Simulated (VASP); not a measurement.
Input of a VASP 6.6.1 run:

INCAR

```
ALGO = Normal ; EDIFF = 1E-6
EDIFFG = -0.04 ; ENCUT = 600
GGA = PE ; IBRION = 2
ISIF = 3 ; ISMEAR = 0
ISPIN = 2 ; LASPH = True
LCHARG = False ; LMAXMIX = 4
LORBIT = 11 ; LREAL = False
LWAVE = False ; MAGMOM = 0 4 0 0 0
NELM = 150 ; NSW = 90
PREC = Accurate ; SIGMA = 0.1
```

Contents of KPOINTS:

```
k-points
0
Gamma
  4 4 4
```

File POSCAR:

```
ZrFeS3
1.0
    4.6336770400      0.0000000000      0.0000000000
    0.0000000000      4.6336770400      0.0000000000
    0.0000000000      0.0000000000      4.6336770400
Zr Fe S
1 1 3
Direct
    0.0000000000      0.0000000000      0.0000000000
    0.5000000000      0.5000000000      0.5000000000
    0.0000000000      0.5000000000      0.5000000000
    0.5000000000      0.0000000000      0.5000000000
    0.5000000000      0.5000000000      0.0000000000
```

Potentials or basis: VASP PAW PBE potentials, release 64 (Zr_sv, Fe, S).

Run with:

```console
$ cat potpaw_PBE.64/Zr_sv/POTCAR potpaw_PBE.64/Fe/POTCAR potpaw_PBE.64/S/POTCAR > POTCAR
$ mpirun -np 1 vasp_std > vasp.out
```

**Question.** What does it give for the relaxed cell?

**Answer.** a = 4.408 Å, b = 4.408 Å, c = 4.408 Å, α = 90.00°, β = 90.00°, γ = 90.00°.

**Question.** Predict the site moments.

**Answer.** Zr -0.31; Fe +1.57; S +0.05 μB.

**Question.** Predict the relaxed volume.

**Answer.** 17.13 Å³/atom.

**Question.** Predict the net moment.

**Answer.** 1.39 μB per cell.

Step by step:
| step | energy change (eV) | largest force (eV/Å) | pressure (GPa) | volume (Å³) |
| --- | --- | --- | --- | --- |
| 1 | 0.0000 | 0.0000 | -10.95 | 99.49 |
| 2 | -0.4618 | 0.0000 | 6.44 | 81.16 |
| 3 | -0.5469 | 0.0000 | -0.03 | 85.66 |

Caveat: a cell with one magnetic atom can't hold antiferromagnetic order, which such compounds often take.
